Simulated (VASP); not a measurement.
A run of VASP 6.6.1 is set up as follows.

File POSCAR:

```
CeO2
1.0
    0.0000000000      2.7215554887      2.7215554887
    2.7215554887      0.0000000000      2.7215554887
    2.7215554887      2.7215554887      0.0000000000
Ce O
1 2
Direct
    0.0000000000      0.0000000000      0.0000000000
    0.7500000000      0.7500000000      0.7500000000
    0.2500000000      0.2500000000      0.2500000000
```

The input INCAR.step1:

```
SYSTEM = CeO2
PREC     = Accurate       ! precision mode
ENCUT    = 520            ! plane-wave cutoff, eV
ISMEAR   = -1             ! smearing method
SIGMA    = 0.05           ! smearing width, eV
LREAL    = .False.        ! projectors in reciprocal space
LASPH    = .True.         ! aspherical terms in the spheres
NELM     = 150            ! most SCF steps
ISPIN    = 2              ! spin polarisation
MAGMOM   = 1 0 0          ! initial moments
LMAXMIX  = 6              ! l up to which the mixer works
NBANDS   = 23             ! bands
GGA      = PE             ! functional
ALGO     = Normal         ! electronic algorithm
EDIFF    = 1E-4           ! SCF threshold, eV
LWAVE    = .True.         ! write WAVECAR
LCHARG   = .False.        ! write CHGCAR
```

Contents of INCAR.step2:

```
SYSTEM = CeO2
PREC     = Accurate       ! precision mode
ENCUT    = 520            ! plane-wave cutoff, eV
EDIFF    = 1E-6           ! SCF threshold, eV
ISMEAR   = -1             ! smearing method
SIGMA    = 0.05           ! smearing width, eV
LREAL    = .False.        ! projectors in reciprocal space
LASPH    = .True.         ! aspherical terms in the spheres
NELM     = 150            ! most SCF steps
ALGO     = Normal         ! electronic algorithm
ISIF     = 2              ! what is computed and relaxed
LWAVE    = .False.        ! write WAVECAR
LCHARG   = .False.        ! write CHGCAR
ISPIN    = 2              ! spin polarisation
MAGMOM   = 1 0 0          ! initial moments
LORBIT   = 11             ! projections on sites
LMAXMIX  = 6              ! l up to which the mixer works
METAGGA  = R2SCAN         ! meta-GGA
LMIXTAU  = .True.       
NBANDS   = 23             ! bands
ISTART   = 1
```

File KPOINTS:

```
Automatic mesh
0
Gamma
  9 9 9
  0 0 0
```

Potentials or basis: VASP PAW PBE potentials, release 64 (Ce, O).

Command:

```bash
$ cat potpaw_PBE.64/Ce/POTCAR potpaw_PBE.64/O/POTCAR > POTCAR
$ cp INCAR.step1 INCAR
$ mpirun -np 1 vasp_std > vasp.out
$ cp INCAR.step2 INCAR
$ mpirun -np 1 vasp_std > vasp.out
```

Task: What does it give for the pressure?

Result: -0.8 GPa.

Task: Estimate the net moment.

Result: 0.00 μB per cell.

Caveat: the magnetic or orbital state may not be the lowest; the moments typed at the start vanished in this run; the PAW data sets were made with another functional, which shifts forces and pressure a little. The state reached can hang on the start; a lower one may exist.
